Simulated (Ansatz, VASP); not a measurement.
**F: VASP beside Ansatz**

```
F
1.0
     2.19196    0.00000    0.00000
    -1.09598    1.89829    0.00000
     0.00000    0.00000    2.82765
F
2
Direct
  0.33333 0.66667 0.25000
  0.66667 0.33333 0.75000
```

Change from the starting cell: volume scaled by 0.6, LAPW.

Alike in both runs: task single point; functional PBEsol; k mesh 18 × 18 × 10; occupations fermi-dirac, width 0.1 eV; no spin polarisation.

|  | VASP | Ansatz |
| --- | --- | --- |
| version | VASP 6.6.1 | Ansatz 0.2.0 |
| potentials or method | VASP PAW PBE potentials, release 64 (F), cutoff 520 eV | all-electron LAPW, scalar-relativistic |

Ansatz gave:

* pressure (GPa): 110.7
* traceless stress, the component that is largest in VASP (GPa): 0.09

Task: What did VASP give for the same quantities?

Result: Pressure (GPa): 109.9; traceless stress, the component that is largest in VASP (GPa): 0.62.

VASP's potentials were made for PBE, not for PBEsol. Both programs put the cell under a high pressure, so it lies far from rest at this level. Ansatz ran all-electron here, and VASP with PAW potentials.

Noted on VASP's run: the cell as given lies far from equilibrium.
